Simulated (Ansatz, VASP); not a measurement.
GaO3: VASP beside Ansatz

```
CELL_PARAMETERS angstrom
3.89849 0.00000 0.00000
0.00000 3.89849 0.00000
0.00000 0.00000 3.89849
ATOMIC_POSITIONS crystal
Ga 0.00000 0.00000 0.00000
O 0.50000 0.00000 0.00000
O 0.00000 0.50000 0.00000
O 0.00000 0.00000 0.50000
```

Change from the starting cell: species swapped into the ScF3 type (Pm-3m, No. 221).

Alike in both runs: functional PBE; k mesh 12 × 12 × 12; occupations gaussian, width 0.1 eV; collinear spin.

Ansatz relaxed the structure, and its values are those at the end. VASP's run is a single point on that final structure, the one shown.

|  | VASP | Ansatz |
| --- | --- | --- |
| version | VASP 6.6.1 | Ansatz 0.2.0 |
| potentials or method | VASP PAW PBE potentials, release 64 (Ga_d, O), cutoff 520 eV | scalar-relativistic, plane waves, PAW |
| valence electrons in the cell | 31 | 31 |

VASP gave:

* gap on the k mesh at the Fermi level (eV): none
* pressure (GPa): 0.3
* net moment per atom (μB): 0.75
* size of the moment on the site where the two differ most (μB): 0.07

Question: Which values does Ansatz return?

Answer: gap on the k mesh at the Fermi level (eV): none; pressure (GPa): 0.0; net moment per atom (μB): 0.75; size of the moment on the site where the two differ most (μB): 0.01.

Site moments also hang on the region over which each program counts them. A gap of «none» marks a metal or a gap that the smearing closes.
